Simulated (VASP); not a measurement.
Input of a VASP 6.6.1 run:

The input INCAR:

```
ALGO     = Normal         # electronic algorithm
EDIFF    = 1E-8           # SCF threshold, eV
ENCUT    = 520            # plane-wave cutoff, eV
GGA      = CA             # functional
IBRION   = 8              # ionic algorithm
ISIF     = 2              # what is computed and relaxed
ISMEAR   = 0              # smearing method
LASPH    = T              # aspherical terms in the spheres
LCHARG   = T              # write CHGCAR
LEPSILON = T              # dielectric tensor by DFPT
LREAL    = F              # projectors in reciprocal space
LWAVE    = F              # write WAVECAR
NELM     = 60             # most SCF steps
NSW      = 1              # ionic steps
PREC     = Accurate       # precision mode
SIGMA    = 0.01           # smearing width, eV
```

The input KPOINTS:

```
k-points
0
Gamma
  10 10 10
```

POSCAR

```
ZnS
1.0
    0.0000000000      2.4650651738      2.4650651738
    2.4650651738      0.0000000000      2.4650651738
    2.4650651738      2.4650651738      0.0000000000
Zn S
1 1
Direct
    0.0000000000      0.0000000000      0.0000000000
    0.7500000000      0.7500000000      0.7500000000
```

Potentials or basis: VASP PAW LDA potentials, release 64 (Zn, S).

The run is started by

```sh
$ cat potpaw_LDA.64/Zn/POTCAR potpaw_LDA.64/S/POTCAR > POTCAR
$ mpirun -np 1 vasp_std > vasp.out
```

Task: Estimate the electronic dielectric tensor (diagonal).

Result: 6.31.

Task: Predict the Born charges (mean of the diagonal).

Result: Zn +1.60; S -1.60 e.

Task: Predict the highest phonon frequency at Γ, LO-TO splitting left out.

Result: 412 cm⁻¹.

Born effective charge tensors (e):
atom 1, Zn
```
1.60 0.00 0.00
0.00 1.60 0.00
0.00 0.00 1.60
```
atom 2, S
```
-1.60  0.00  0.00
 0.00 -1.60  0.00
 0.00  0.00 -1.60
```

Caveat: the cell wasn't relaxed at this level first, which shifts response properties.
